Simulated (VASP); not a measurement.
# RbBr (P1) in VASP: further runs

The runs below take RbBr through single point, with PBE.

All numbers are computed with VASP 6.6.1; they aren't measurements. Logs are shortened: lines on timing, memory, paths and dates and some standing lists are left out, and cuts for length are marked.

## 1. The cell of the first run

The typed cell holds 2 atoms: a = 4.847 Å, b = 4.847 Å, c = 4.847 Å, α = 60.00°, β = 60.00°, γ = 60.00°.

## 2. Single point, PBE

The input, INCAR:

```
SYSTEM = RbBr
PREC = Accurate
ENCUT = 520
EDIFF = 1E-6
ISMEAR = 0
SIGMA = 0.01
LREAL = .FALSE.
LASPH = .TRUE.
NELM = 100
ALGO = Normal
ISIF = 2
LWAVE = .FALSE.
LCHARG = .TRUE.
GGA = PE
LELF = .TRUE.
LVHAR = .TRUE.
NBANDS = 15
```

The input, KPOINTS:

```
regular mesh
0
G
  3 3 3
  0 0 0
```

The input, POSCAR:

```
RbBr
1.0
    0.0000000000      3.4270000000      3.4270000000
    3.4270000000      0.0000000000      3.4270000000
    3.4270000000      3.4270000000      0.0000000000
Rb Br
1 1
Direct
    0.9936000000      0.0126600000      0.0080500000
    0.5428800000      0.4816000000      0.4566300000
```

Potentials or basis: VASP PAW PBE potentials, release 64 (Rb_sv, Br).

On the command line:

```
cat potpaw_PBE.64/Rb_sv/POTCAR potpaw_PBE.64/Br/POTCAR > POTCAR
mpirun -np 1 vasp_std > vasp.out
```

OUTCAR:

```text
SYSTEM = RbBr
   PREC = Accurate
   ENCUT = 520
   EDIFF = 1E-6
   ISMEAR = 0
   LREAL = .FALSE.
   LASPH = .TRUE.
   NELM = 100
   ISIF = 2
   GGA = PE

 ion  position               nearest neighbor table
   1  0.994  0.013  0.008-   2 3.14   2 3.38   2 3.43   2 3.45   2 3.50   2 3.71
   2  0.543  0.482  0.457-   1 3.14   1 3.38   1 3.43   1 3.45   1 3.50   1 3.71

  LATTYP: Found a face centered cubic cell.
 ALAT       =     6.8540000000

  Lattice vectors:

 A1 = (   0.0000000000,   3.4270000000,   3.4270000000)
 A2 = (   3.4270000000,   0.0000000000,   3.4270000000)
 A3 = (   3.4270000000,   3.4270000000,   0.0000000000)

Analysis of symmetry for initial positions (statically):
=====================================================================
 Subroutine PRICEL returns:
 Original cell was already a primitive cell.

 Routine SETGRP: Setting up the symmetry group for a
 face centered cubic supercell.

 Subroutine GETGRP returns: Found  1 space group operations
 (whereof  1 operations were pure point group operations)
 out of a pool of 48 trial point group operations.

The static configuration has the point symmetry C_1 .

Analysis of symmetry for dynamics (positions and initial velocities):
=====================================================================
 Subroutine PRICEL returns:
 Original cell was already a primitive cell.

 Routine SETGRP: Setting up the symmetry group for a
 face centered cubic supercell.

 Subroutine GETGRP returns: Found  1 space group operations
 (whereof  1 operations were pure point group operations)
 out of a pool of 48 trial point group operations.

The dynamic configuration has the point symmetry C_1 .

 Subroutine INISYM returns: Found  1 space group operations
 (whereof  1 operations are pure point group operations),
 and found     1 'primitive' translations

----------------------------------------------------------------------------------------

                                     Primitive cell

  volume of cell :      80.4956

  direct lattice vectors                    reciprocal lattice vectors
     0.000000000  3.427000000  3.427000000    -0.145900204  0.145900204  0.145900204
     3.427000000  0.000000000  3.427000000     0.145900204 -0.145900204  0.145900204
     3.427000000  3.427000000  0.000000000     0.145900204  0.145900204 -0.145900204

  length of vectors
     4.846509878  4.846509878  4.846509878     0.252706567  0.252706567  0.252706567

  position of ions in fractional coordinates (direct lattice)
     0.993600000  0.012660000  0.008050000
     0.542880000  0.481600000  0.456630000

  ion indices of the primitive-cell ions
   primitive index   ion index
                 1           1
                 2           2

----------------------------------------------------------------------------------------

 KPOINTS: regular mesh

Automatic generation of k-mesh.
 Grid dimensions read from file:
 generate k-points for:    3    3    3

 Generating k-lattice:

  Cartesian coordinates                     Fractional coordinates (reciprocal lattice)
    -0.048633401  0.048633401  0.048633401     0.333333333  0.000000000  0.000000000
     0.048633401 -0.048633401  0.048633401     0.000000000  0.333333333  0.000000000
     0.048633401  0.048633401 -0.048633401     0.000000000  0.000000000  0.333333333

  Length of vectors
     0.084235522  0.084235522  0.084235522

  Shift w.r.t. Gamma in fractional coordinates (k-lattice)
     0.000000000  0.000000000  0.000000000

 Subroutine IBZKPT returns following result:
 ===========================================

 Found     14 irreducible k-points:

 Following reciprocal coordinates:
            Coordinates               Weight
  0.000000  0.000000  0.000000      1.000000
  0.333333  0.000000  0.000000      2.000000
  0.000000  0.333333  0.000000      2.000000
  0.000000  0.000000  0.333333      2.000000
  0.333333  0.333333  0.333333      2.000000
  0.333333  0.333333  0.000000      2.000000
  0.000000  0.333333  0.333333      2.000000
  0.333333  0.000000  0.333333      2.000000
 -0.333333  0.333333  0.000000      2.000000
  0.000000 -0.333333  0.333333      2.000000
  0.333333  0.000000 -0.333333      2.000000
  0.333333  0.333333 -0.333333      2.000000
 -0.333333  0.333333 -0.333333      2.000000
  0.333333 -0.333333 -0.333333      2.000000
   k-points           NKPTS =     14   k-points in BZ     NKDIM =     14   number of bands    NBANDS=     15
   number of dos      NEDOS =    301   number of ions     NIONS =      2
   total plane-waves  NPLWV =  46656
   dimension x,y,z NGX =    36 NGY =   36 NGZ =   36
   dimension x,y,z NGXF=    72 NGYF=   72 NGZF=   72
   ions per type =               1   1
   NGX,Y,Z   is equivalent  to a cutoff of  12.35, 12.35, 12.35 a.u.
   NGXF,Y,Z  is equivalent  to a cutoff of  24.70, 24.70, 24.70 a.u.
 SYSTEM =  RbBr
   PREC   = accura    normal or accurate (medium, high low for compatibility)
   ISTART =      0    job   : 0-new  1-cont  2-samecut
   ICHARG =      2    charge: 1-file 2-atom 10-const
   ISPIN  =      1    spin polarized calculation?
   LNONCOLLINEAR =      F non collinear calculations
   LSORBIT =      F    spin-orbit coupling
   LASPH  =      T    aspherical Exc in radial PAW
   ENCUT  =  520.0 eV  38.22 Ry    6.18 a.u.   9.01  9.01  9.01*2*pi/ulx,y,z
   NELM   =    100;   NELMIN=  2; NELMDL= -5     # of ELM steps
   EDIFF  = 0.1E-05   stopping-criterion for ELM
   LREAL  =      F    real-space projection
   EDIFFG = 0.1E-04   stopping-criterion for IOM
   NSW    =      0    number of steps for IOM
   IBRION =     -1    ionic relax: 0-MD 1-quasi-New 2-CG
   NFREE  =      0    steps in history (QN), initial steepest desc. (CG)
   ISIF   =      2    stress and relaxation
   ISYM   =      2    0-nonsym 1-usesym 2-fastsym
   POTIM  = 0.5000    time-step for ionic-motion
   TEBEG  =    0.0;   TEEND  =   0.0 temperature during run
   PSTRESS=    0.0 pullay stress
   NELECT =      16.0000    total number of electrons
   NUPDOWN=      -1.0000    fix difference up-down
   EMIN   =  10.00;   EMAX   =-10.00  energy-range for DOS
   EFERMI =   0.00;   METHOD = LEGACY
   ISMEAR =     0;   SIGMA  =   0.01  broadening in eV -4-tet -1-fermi 0-gaus
   EFERMI_NEDOS =   21; number of points for ismear=-14 and -15
   IALGO  =     38    algorithm
   IMIX   =      4    mixing-type and parameters
     AMIX     =   0.40;   BMIX     =  1.00
     AMIX_MAG =   1.60;   BMIX_MAG =  1.00
  volume/ion in A,a.u.               =      40.25       271.61
  Fermi-wavevector in a.u.,A,eV,Ry     =   0.955412  1.805467 12.419564  0.912812
  Thomas-Fermi vector in A             =   2.084247
   LORBIT       =      0    0 simple, 1 ext, 2 COOP (PROOUT), +10 PAW based schemes
   GGA     = PE    functional components
   LHFCALC =     F    Hartree Fock is set to
   AEXX    =    0.0000 exact exchange contribution
   IVDW    =     0    specifies the selected vdW correction
   LEPSILON=     F    determine dielectric tensor
   LRPA    =     F    only Hartree local field effects (RPA)
 non-spin polarized calculation
 Gauss-broadening in eV      SIGMA  =   0.01
  energy-cutoff  :      520.00
  volume of cell :       80.50
 maximum number of plane-waves:      2185
   NGX = 17   NGY = 17   NGZ = 17

 number of electron      16.0000000 magnetization

 Free energy of the ion-electron system (eV)
  ---------------------------------------------------
  ext. energy  EPLUGINS =         0.00000000
  ---------------------------------------------------
  free energy    TOTEN  =        -6.03623680 eV

  energy without entropy =       -6.03623680  energy(sigma->0) =       -6.03623680

 E-fermi :  -1.6607     XC(G=0):  -7.2219

 val. band max:       -1.7677653508   @ k =   0.0000   0.0000   0.0000
 cond. band min:       2.6086455701   @ k =   0.0000   0.0000   0.0000
 fundamental gap:      4.3764109209
 Fermi energy:        -1.6606752673

 k-point     1 :       0.0000    0.0000    0.0000
  band No.  band energies     occupation
      1     -26.1499      2.00000
      2     -13.9471      2.00000
      3     -10.2383      2.00000
      4     -10.2269      2.00000
      5     -10.2265      2.00000
      6      -1.7835      2.00000
      7      -1.7831      2.00000
      8      -1.7678      2.00000
      9       2.6086      0.00000
     10       5.5536      0.00000
     11       5.6065      0.00000
     12       5.6237      0.00000
     13       6.4448      0.00000
     14       6.5742      0.00000
     15       9.1232      0.00000

 k-point     2 :       0.3333    0.0000    0.0000
  band No.  band energies     occupation
      1     -26.1427      2.00000
      2     -13.9809      2.00000
      3     -10.2526      2.00000
      4     -10.2350      2.00000
      5     -10.1850      2.00000
      6      -2.5400      2.00000
      7      -2.0314      2.00000
      8      -2.0145      2.00000
      9       4.4731      0.00000
     10       5.5511      0.00000
     11       6.6955      0.00000
     12       6.7120      0.00000
     13       7.9493      0.00000
     14       8.0911      0.00000
     15       9.7277      0.00000

 k-point     3 :       0.0000    0.3333    0.0000
  band No.  band energies     occupation
      1     -26.1425      2.00000
      2     -13.9842      2.00000
      3     -10.2541      2.00000
      4     -10.2356      2.00000
      5     -10.1797      2.00000
      6      -2.5396      2.00000
      7      -2.0254      2.00000
      8      -2.0025      2.00000
      9       4.4738      0.00000
     10       5.4896      0.00000
     11       6.6648      0.00000
     12       6.6873      0.00000
     13       7.9868      0.00000
     14       8.1544      0.00000
     15       9.7474      0.00000
[... 163 lines left out ...]
 k-point    13 :      -0.3333    0.3333   -0.3333
  band No.  band energies     occupation
      1     -26.1380      2.00000
      2     -13.9482      2.00000
      3     -10.3583      2.00000
      4     -10.2795      2.00000
      5     -10.2177      2.00000
      6      -2.3879      2.00000
      7      -2.1309      2.00000
      8      -2.0491      2.00000
      9       4.9640      0.00000
     10       6.0367      0.00000
     11       6.6971      0.00000
     12       7.0431      0.00000
     13       7.8320      0.00000
     14       8.8810      0.00000
     15       9.7185      0.00000

 k-point    14 :       0.3333   -0.3333   -0.3333
  band No.  band energies     occupation
      1     -26.1379      2.00000
      2     -13.9493      2.00000
      3     -10.3765      2.00000
      4     -10.2644      2.00000
      5     -10.2166      2.00000
      6      -2.3897      2.00000
      7      -2.0849      2.00000
      8      -2.0584      2.00000
      9       5.0009      0.00000
     10       5.6452      0.00000
     11       6.9573      0.00000
     12       7.1837      0.00000
     13       7.7080      0.00000
     14       8.7483      0.00000
     15       9.8328      0.00000

------------------------ aborting loop because EDIFF is reached ----------------------------------------

  FORCE on cell =-STRESS in cart. coord.  units (eV):
  Direction    XX          YY          ZZ          XY          YZ          ZX
  --------------------------------------------------------------------------------------
  -------------------------------------------------------------------------------------
  Total        1.2636089      0.4663008      0.5019076     -0.0052993      0.0009900      0.0456301
  in kB       25.1507509      9.2812072      9.9899208     -0.1054768      0.0197058      0.9082179
  external PRESSURE =      14.8072930 kB  Pullay stress =       0.0000000 kB

 VOLUME and BASIS-vectors are now :
 -----------------------------------------------------------------------------
  energy-cutoff  :      520.00
  volume of cell :       80.50
      direct lattice vectors                 reciprocal lattice vectors
     0.000000000  3.427000000  3.427000000    -0.145900204  0.145900204  0.145900204
     3.427000000  0.000000000  3.427000000     0.145900204 -0.145900204  0.145900204
     3.427000000  3.427000000  0.000000000     0.145900204  0.145900204 -0.145900204

 POSITION                                       TOTAL-FORCE (eV/Angst)
 -----------------------------------------------------------------------------------
      0.07097      3.43265      3.44845        -0.434654     -0.008031      0.069656
      3.21531      3.42532      3.51089         0.434654      0.008031     -0.069656
 -----------------------------------------------------------------------------------
    total drift:                               -0.000065     -0.000004     -0.000029

  FREE ENERGIE OF THE ION-ELECTRON SYSTEM (eV)
  ---------------------------------------------------
  free  energy   TOTEN  =        -6.0362368004 eV

  energy  without entropy=       -6.0362368004  energy(sigma->0) =       -6.03623680
```

Run time: 12 s. Hardware: 1 thread of AMD EPYC 9R45 (Zen 5), shared host; peak memory 0.17 GiB.

What came out:

* Free energy: -6.0362 eV
* Pressure: 1.5 GPa
* Largest force: 0.440 eV/Å
* Band gap on the k mesh: 4.38 eV, direct

Forces in eV/Å, atoms in the order of the input:
```
Rb  -0.435 -0.008  0.070
Br   0.435  0.008 -0.070
```

Caveat: the k points lie up to 0.53 Å⁻¹ apart.

## 3. Single point, PBE

The input, INCAR:

```
  PREC = Accurate
  ENCUT = 520
  EDIFF = 1E-6
  ISMEAR = 0
  SIGMA = 0.01
  LREAL = False
  LASPH = True
  NELM = 100
  ALGO = Normal
  ISIF = 2
  LWAVE = False
  LCHARG = False
  GGA = PE
  NBANDS = 15
```

The input, KPOINTS:

```
Automatic mesh
0
Gamma
  3 3 3
```

POSCAR, as its differences from that of step 2:

```diff
@@ -9,2 +9,2 @@
     0.9936000000      0.0126600000      0.0080500000
-    0.5428800000      0.4816000000      0.4566300000
+    0.5434636008      0.4821836008      0.4560463992
```

Potentials or basis: VASP PAW PBE potentials, release 64 (Rb_sv, Br).

On the command line:

```
cat potpaw_PBE.64/Rb_sv/POTCAR potpaw_PBE.64/Br/POTCAR > POTCAR
mpirun -np 1 vasp_std > vasp.out
```

Wall time 11 s (1 thread of AMD EPYC 9R45 (Zen 5), shared host); peak memory 0.17 GiB.

Results (log left out):

```
Free energy            : -6.0359 eV
Pressure               : 1.5 GPa
Largest force          : 0.441 eV/Å
Band gap on the k mesh : 4.38 eV, direct
```

Forces on the atoms (eV/Å):
```
Rb  -0.434 -0.008  0.074
Br   0.434  0.008 -0.074
```

Stress tensor (GPa, compression positive):
```
 2.51 -0.01  0.10
-0.01  0.93  0.00
 0.10  0.00  1.01
```

Levels at points of the mesh, in eV from the valence-band top:
```tsv
k point	band 4	band 5	band 6	band 7	band 8	band 9	band 10	band 11	band 12	band 13
(0.00, 0.00, 0.00)	-8.46	-8.46	-0.02	-0.02	0.00	4.38	7.32	7.38	7.39	8.21
```

Caveat: the k points lie up to 0.53 Å⁻¹ apart.
